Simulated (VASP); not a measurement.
Set up this calculation in VASP 6.6.1, as the native input.

- Task: single point
- Functional: LDA
- Potentials or basis: VASP PAW LDA potentials, release 64 (Rh_pv)
- Cutoff: 520 eV
- k mesh: 14 × 14 × 14
- Occupations: methfessel-paxton, width 0.1 eV
- Spin: no spin polarisation
- Dipole correction: no
- Further INCAR settings: ALGO = Normal; EDIFF = 1e-06; NBANDS = 14

The structure of Rh lies in POSCAR:

```
Rh
1.0
    0.0000000000      1.8776226225      1.8776226225
    1.8776226225      0.0000000000      1.8776226225
    1.8776226225      1.8776226225      0.0000000000
Rh
1
Direct
    0.0000000000      0.0000000000      0.0000000000
```

One way to write it, as run:

INCAR

```
SYSTEM = Rh
ALGO = Normal
EDIFF = 1E-6
ENCUT = 520
GGA = CA
ISIF = 2
ISMEAR = 1
LASPH = .TRUE.
LCHARG = .FALSE.
LREAL = .FALSE.
LWAVE = .FALSE.
NBANDS = 14
NELM = 80
PREC = Accurate
SIGMA = 0.1
```

KPOINTS

```
k-points
0
G
  14 14 14
  0 0 0
```

Potentials or basis: VASP PAW LDA potentials, release 64 (Rh_pv).

Run with:

```console
$ cat potpaw_LDA.64/Rh_pv/POTCAR > POTCAR
$ mpirun -np 1 vasp_std > vasp.out
```

It gave:

```json
{
  "Pressure": "0.5 GPa"
}
```

Wall time 12 s on 1 thread of Intel(R) Xeon(R) Platinum 8488C (Sapphire Rapids), with other jobs on the host, peak memory 0.13 GiB.
